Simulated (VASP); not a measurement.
Wanted: the native input for a VASP 6.6.1 run.

```
Task                   : single point
Functional             : PBE
Potentials or basis    : VASP PAW PBE potentials, release 64 (K_sv, I)
Cutoff                 : 520 eV
k mesh                 : 4 × 4 × 4
Occupations            : gaussian, width 0.01 eV
Spin                   : no spin polarisation
Dipole correction      : no
Further INCAR settings : ALGO = Normal; EDIFF = 1e-07; NBANDS = 15
```

The structure of KI lies in POSCAR:

```
KI
1.0
    0.0000000000      3.9658945178      3.9658945178
    3.9658945178      0.0000000000      3.9658945178
    3.9658945178      3.9658945178      0.0000000000
K I
1 1
Direct
    0.0000000000      0.0000000000      0.0000000000
    0.2500000000      0.2500000000      0.2500000000
```

The input as run:

INCAR

```
PREC = Accurate
ENCUT = 520
EDIFF = 1E-7
ISMEAR = 0
SIGMA = 0.01
LREAL = F
LASPH = T
NELM = 100
ALGO = Normal
ISIF = 2
LWAVE = F
LCHARG = T
GGA = PE
LELF = T
LVHAR = T
NBANDS = 15
```

KPOINTS

```
regular mesh
0
Gamma
  4 4 4
```

Potentials or basis: VASP PAW PBE potentials, release 64 (K_sv, I).

Run with:

```bash
$ cat potpaw_PBE.64/K_sv/POTCAR potpaw_PBE.64/I/POTCAR > POTCAR
$ mpirun -np 1 vasp_std > vasp.out
```

Results of the run:

* Pressure: 0.2 GPa
* Band gap on the k mesh: 3.93 eV

Caveat: spin-orbit coupling is left out, which moves the levels of the heavy elements.

It took 12 s on 1 thread of Intel(R) Xeon(R) 6975P-C (Granite Rapids), on a shared host, peak memory 0.25 GiB.
